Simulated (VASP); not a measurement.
# Bi in VASP: single point with LDA

Aim: the single point of Bi with LDA.

Program: VASP 6.6.1. These are calculated values, not measurements. Logs are shortened: lines on timing, memory, paths and dates and some standing lists are left out, and cuts for length are marked.

## 1. The cell of the first run

The cell holds a slab with vacuum, 2 atoms: a = 4.081 Å, b = 4.081 Å, c = 28.000 Å, α = 90.00°, β = 90.00°, γ = 120.00°.

## 2. Single point, LDA

Input file INCAR:

```
  ALGO = Normal
  DIPOL = 0.5 0.5 0.500
  EDIFF = 1E-7
  ENCUT = 520
  GGA = CA
  IDIPOL = 3
  ISIF = 2
  ISMEAR = 0
  LASPH = True
  LCHARG = True
  LDIPOL = True
  LELF = True
  LREAL = False
  LVACPOTAV = True
  LVHAR = True
  LWAVE = False
  NBANDS = 22
  NELM = 60
  PREC = Accurate
  SIGMA = 0.02
```

Input file KPOINTS:

```
k-points
0
Gamma
  9 9 1
```

Input file POSCAR:

```
Bi
1.0
    4.0810000000      0.0000000000      0.0000000000
   -2.0405000000      3.5342496729      0.0000000000
    0.0000000000      0.0000000000     28.0000000000
Bi
2
Direct
    0.3333333333      0.6666666667      0.5000000000
    0.6666666667      0.3333333333      0.5000000000
```

Potentials or basis: VASP PAW LDA potentials, release 64 (Bi_d).

Launch:

```
$ cat potpaw_LDA.64/Bi_d/POTCAR > POTCAR
$ mpirun -np 1 vasp_std > vasp.out
```

OUTCAR:

```text
EDIFF = 1E-7
   ENCUT = 520
   GGA = CA
   ISIF = 2
   ISMEAR = 0
   LASPH = True
   LREAL = False
   NELM = 60
   PREC = Accurate

 ion  position               nearest neighbor table
   1  0.333  0.667  0.500-   2 2.36   2 2.36   2 2.36
   2  0.667  0.333  0.500-   1 2.36   1 2.36   1 2.36

  LATTYP: Found a hexagonal cell.
 ALAT       =     4.0810000000
 C/A-ratio  =     6.8610634648

  Lattice vectors:

 A1 = (   4.0810000000,   0.0000000000,   0.0000000000)
 A2 = (  -2.0405000000,   3.5342496729,   0.0000000000)
 A3 = (   0.0000000000,   0.0000000000,  28.0000000000)

Analysis of symmetry for initial positions (statically):
=====================================================================
 Subroutine PRICEL returns:
 Original cell was already a primitive cell.

 Routine SETGRP: Setting up the symmetry group for a
 hexagonal supercell.

 Subroutine GETGRP returns: Found 24 space group operations
 (whereof 24 operations were pure point group operations)
 out of a pool of 24 trial point group operations.

The static configuration has the point symmetry D_6h.

Analysis of symmetry for dynamics (positions and initial velocities):
=====================================================================
 Subroutine PRICEL returns:
 Original cell was already a primitive cell.

 Routine SETGRP: Setting up the symmetry group for a
 hexagonal supercell.

 Subroutine GETGRP returns: Found 24 space group operations
 (whereof 24 operations were pure point group operations)
 out of a pool of 24 trial point group operations.

The dynamic configuration has the point symmetry D_6h.

 Subroutine INISYM returns: Found 24 space group operations
 (whereof 24 operations are pure point group operations),
 and found     1 'primitive' translations

----------------------------------------------------------------------------------------

                                     Primitive cell

  volume of cell :     403.8516

  direct lattice vectors                    reciprocal lattice vectors
     4.081000000  0.000000000  0.000000000     0.245037981  0.141472744  0.000000000
    -2.040500000  3.534249673  0.000000000     0.000000000  0.282945488  0.000000000
     0.000000000  0.000000000 28.000000000     0.000000000  0.000000000  0.035714286

  length of vectors
     4.081000000  4.081000000 28.000000000     0.282945488  0.282945488  0.035714286

  position of ions in fractional coordinates (direct lattice)
     0.333333333  0.666666667  0.500000000
     0.666666667  0.333333333  0.500000000

  ion indices of the primitive-cell ions
   primitive index   ion index
                 1           1
                 2           2

----------------------------------------------------------------------------------------

 KPOINTS: k-points

Automatic generation of k-mesh.
 Grid dimensions read from file:
 generate k-points for:    9    9    1

 Generating k-lattice:

  Cartesian coordinates                     Fractional coordinates (reciprocal lattice)
     0.027226442  0.015719194  0.000000000     0.111111111  0.000000000  0.000000000
     0.000000000  0.031438388  0.000000000     0.000000000  0.111111111  0.000000000
     0.000000000  0.000000000  0.035714286     0.000000000  0.000000000  1.000000000

  Length of vectors
     0.031438388  0.031438388  0.035714286

  Shift w.r.t. Gamma in fractional coordinates (k-lattice)
     0.000000000  0.000000000  0.000000000

 Subroutine IBZKPT returns following result:
 ===========================================

 Found     12 irreducible k-points:

 Following reciprocal coordinates:
            Coordinates               Weight
  0.000000  0.000000  0.000000      1.000000
  0.111111  0.000000  0.000000      6.000000
  0.222222  0.000000  0.000000      6.000000
  0.333333  0.000000  0.000000      6.000000
  0.444444  0.000000  0.000000      6.000000
  0.111111  0.111111  0.000000      6.000000
  0.222222  0.111111  0.000000     12.000000
  0.333333  0.111111  0.000000     12.000000
  0.444444  0.111111  0.000000      6.000000
  0.222222  0.222222  0.000000      6.000000
  0.333333  0.222222  0.000000     12.000000
  0.333333  0.333333  0.000000      2.000000
   k-points           NKPTS =     12   k-points in BZ     NKDIM =     12   number of bands    NBANDS=     22
   number of dos      NEDOS =    301   number of ions     NIONS =      2
   total plane-waves  NPLWV = 189000
   dimension x,y,z NGX =    30 NGY =   30 NGZ =  210
   dimension x,y,z NGXF=    60 NGYF=   60 NGZF=  420
   ions per type =               2
   NGX,Y,Z   is equivalent  to a cutoff of  12.22, 12.22, 12.47 a.u.
   NGXF,Y,Z  is equivalent  to a cutoff of  24.44, 24.44, 24.94 a.u.
 SYSTEM =  unknown system
   PREC   = accura    normal or accurate (medium, high low for compatibility)
   ISTART =      0    job   : 0-new  1-cont  2-samecut
   ICHARG =      2    charge: 1-file 2-atom 10-const
   ISPIN  =      1    spin polarized calculation?
   LNONCOLLINEAR =      F non collinear calculations
   LSORBIT =      F    spin-orbit coupling
   LASPH  =      T    aspherical Exc in radial PAW
   ENCUT  =  520.0 eV  38.22 Ry    6.18 a.u.   7.59  7.59 52.06*2*pi/ulx,y,z
   NELM   =     60;   NELMIN=  2; NELMDL= -5     # of ELM steps
   EDIFF  = 0.1E-06   stopping-criterion for ELM
   LREAL  =      F    real-space projection
   EDIFFG = 0.1E-05   stopping-criterion for IOM
   NSW    =      0    number of steps for IOM
   IBRION =     -1    ionic relax: 0-MD 1-quasi-New 2-CG
   NFREE  =      0    steps in history (QN), initial steepest desc. (CG)
   ISIF   =      2    stress and relaxation
   ISYM   =      2    0-nonsym 1-usesym 2-fastsym
   POTIM  = 0.5000    time-step for ionic-motion
   TEBEG  =    0.0;   TEEND  =   0.0 temperature during run
   PSTRESS=    0.0 pullay stress
   NELECT =      30.0000    total number of electrons
   NUPDOWN=      -1.0000    fix difference up-down
   EMIN   =  10.00;   EMAX   =-10.00  energy-range for DOS
   EFERMI =   0.00;   METHOD = LEGACY
   ISMEAR =     0;   SIGMA  =   0.02  broadening in eV -4-tet -1-fermi 0-gaus
   EFERMI_NEDOS =   21; number of points for ismear=-14 and -15
   IALGO  =     38    algorithm
   IMIX   =      4    mixing-type and parameters
     AMIX     =   0.40;   BMIX     =  1.00
     AMIX_MAG =   1.60;   BMIX_MAG =  1.00
  volume/ion in A,a.u.               =     201.93      1362.66
  Fermi-wavevector in a.u.,A,eV,Ry     =   0.688189  1.300489  6.443782  0.473605
  Thomas-Fermi vector in A             =   1.768919
   LORBIT       =      0    0 simple, 1 ext, 2 COOP (PROOUT), +10 PAW based schemes
   GGA     = CA    functional components
   LHFCALC =     F    Hartree Fock is set to
   AEXX    =    0.0000 exact exchange contribution
   IVDW    =     0    specifies the selected vdW correction
   LEPSILON=     F    determine dielectric tensor
   LRPA    =     F    only Hartree local field effects (RPA)
 non-spin polarized calculation
 Gauss-broadening in eV      SIGMA  =   0.02
  energy-cutoff  :      520.00
  volume of cell :      403.85
 maximum number of plane-waves:     10921
   NGX = 15   NGY = 15   NGZ =105

 dipolmoment           0.000000      0.000000      0.000000 electrons x Angstroem

 number of electron      30.0000010 magnetization

 dipolmoment           0.000000      0.000000     -0.000000 electrons x Angstroem

 Free energy of the ion-electron system (eV)
  ---------------------------------------------------
  ext. energy  EPLUGINS =         0.00000000
  ---------------------------------------------------
  free energy    TOTEN  =        -0.38398627 eV

  energy without entropy =       -0.38210271  energy(sigma->0) =       -0.38304449

 E-fermi :  -1.8204     XC(G=0):  -1.8686

 val. band max:       -1.9963343696   @ k =   0.3333   0.1111   0.0000
 cond. band min:      -1.8196168865   @ k =   0.3333   0.1111   0.0000
 fundamental gap:      0.1767174831
 Fermi energy:        -1.8203734986

 k-point     1 :       0.0000    0.0000    0.0000
  band No.  band energies     occupation
      1     -27.1139      2.00000
      2     -27.0557      2.00000
      3     -27.0557      2.00000
      4     -26.5006      2.00000
      5     -26.5006      2.00000
      6     -26.1028      2.00000
[... 14 lines left out ...]
     21       2.1563      0.00000
     22       2.2572      0.00000

 k-point     2 :       0.1111    0.0000    0.0000
  band No.  band energies     occupation
      1     -27.2067      2.00000
      2     -27.1794      2.00000
      3     -27.0816      2.00000
      4     -26.5134      2.00000
      5     -26.4815      2.00000
      6     -25.9608      2.00000
[... 14 lines left out ...]
     21       2.0395      0.00000
     22       2.4040      0.00000

 k-point     3 :       0.2222    0.0000    0.0000
  band No.  band energies     occupation
      1     -27.4434      2.00000
      2     -27.4031      2.00000
      3     -27.0538      2.00000
      4     -26.5442      2.00000
      5     -26.4285      2.00000
      6     -25.7054      2.00000
[... 14 lines left out ...]
     21       2.8397      0.00000
     22       2.8476      0.00000

 k-point     4 :       0.3333    0.0000    0.0000
  band No.  band energies     occupation
      1     -27.6465      2.00000
      2     -27.5893      2.00000
      3     -27.0180      2.00000
      4     -26.5772      2.00000
      5     -26.3565      2.00000
      6     -25.6524      2.00000
[... 14 lines left out ...]
     21       3.6757      0.00000
     22       3.8273      0.00000

 k-point     5 :       0.4444    0.0000    0.0000
  band No.  band energies     occupation
      1     -27.7583      2.00000
      2     -27.6904      2.00000
      3     -26.9940      2.00000
      4     -26.5977      2.00000
      5     -26.2981      2.00000
      6     -25.7239      2.00000
[... 117 lines left out ...]
 k-point    10 :       0.2222    0.2222    0.0000
  band No.  band energies     occupation
      1     -27.8776      2.00000
      2     -27.3920      2.00000
      3     -27.1112      2.00000
      4     -26.6149      2.00000
      5     -26.2688      2.00000
      6     -25.7462      2.00000
[... 14 lines left out ...]
     21       3.6536      0.00000
     22       4.0983      0.00000

 k-point    11 :       0.3333    0.2222    0.0000
  band No.  band energies     occupation
      1     -27.9896      2.00000
      2     -27.3913      2.00000
      3     -27.1318      2.00000
      4     -26.6408      2.00000
      5     -26.1639      2.00000
      6     -25.8598      2.00000
[... 14 lines left out ...]
     21       4.3838      0.00000
     22       4.6912      0.00000

 k-point    12 :       0.3333    0.3333    0.0000
  band No.  band energies     occupation
      1     -28.0430      2.00000
      2     -27.2557      2.00000
      3     -27.2557      2.00000
      4     -26.6555      2.00000
      5     -26.0132      2.00000
      6     -26.0132      2.00000
[... 14 lines left out ...]
     21       3.7123      0.00000
     22       5.2442      0.00000

------------------------ aborting loop because EDIFF is reached ----------------------------------------

 vacuum level on the upper side and lower side of the slab       (xc-potential included)        -0.079        -0.079

  FORCE on cell =-STRESS in cart. coord.  units (eV):
  Direction    XX          YY          ZZ          XY          YZ          ZX
  --------------------------------------------------------------------------------------
  -------------------------------------------------------------------------------------
  Total       39.9768755     39.9768755     -0.0347522      0.0000000     -0.0000000     -0.0000000
  in kB      158.5979531    158.5979531     -0.1378705      0.0000000     -0.0000000     -0.0000000
  external PRESSURE =     105.6860119 kB  Pullay stress =       0.0000000 kB

 VOLUME and BASIS-vectors are now :
 -----------------------------------------------------------------------------
  energy-cutoff  :      520.00
  volume of cell :      403.85
      direct lattice vectors                 reciprocal lattice vectors
     4.081000000  0.000000000  0.000000000     0.245037981  0.141472744  0.000000000
    -2.040500000  3.534249673  0.000000000     0.000000000  0.282945488  0.000000000
     0.000000000  0.000000000 28.000000000     0.000000000  0.000000000  0.035714286

 POSITION                                       TOTAL-FORCE (eV/Angst)
 -----------------------------------------------------------------------------------
     -0.00000      2.35617     14.00000         0.000000      0.000000     -0.000000
      2.04050      1.17808     14.00000        -0.000000      0.000000      0.000000
 -----------------------------------------------------------------------------------
    total drift:                                0.000000      0.000000     -0.000000

  FREE ENERGIE OF THE ION-ELECTRON SYSTEM (eV)
  ---------------------------------------------------
  free  energy   TOTEN  =        -0.3839862741 eV

  energy  without entropy=       -0.3821027074  energy(sigma->0) =       -0.38304449

 vacuum level on the upper side and lower side of the slab         1.833         1.833
```

Run time: 2.1 min. Hardware: 1 thread of Intel Xeon Platinum 8488C (Sapphire Rapids), shared host; peak memory 0.37 GiB.

What came out:

```yaml
Free_energy: -0.3840 eV
Band_gap_on_the_k_mesh: zero (bands 15 and 16 overlap by 0.71 eV)
Work_function_of_the_upper_face: 3.65 eV
Work_function_of_the_lower_face: 3.65 eV
```

Levels at points of the mesh, in eV from the Fermi level:
| k point | band 13 | band 14 | band 15 | band 16 | band 17 | band 18 |
| --- | --- | --- | --- | --- | --- | --- |
| (0.00, 0.00, 0.00) | -4.09 | -2.99 | -2.99 | 1.77 | 2.48 | 2.48 |

Caveat: spin-orbit coupling is left out, which moves the levels of the heavy elements.

The gap in the log of VASP goes by the Fermi energy; the results here count the filled bands.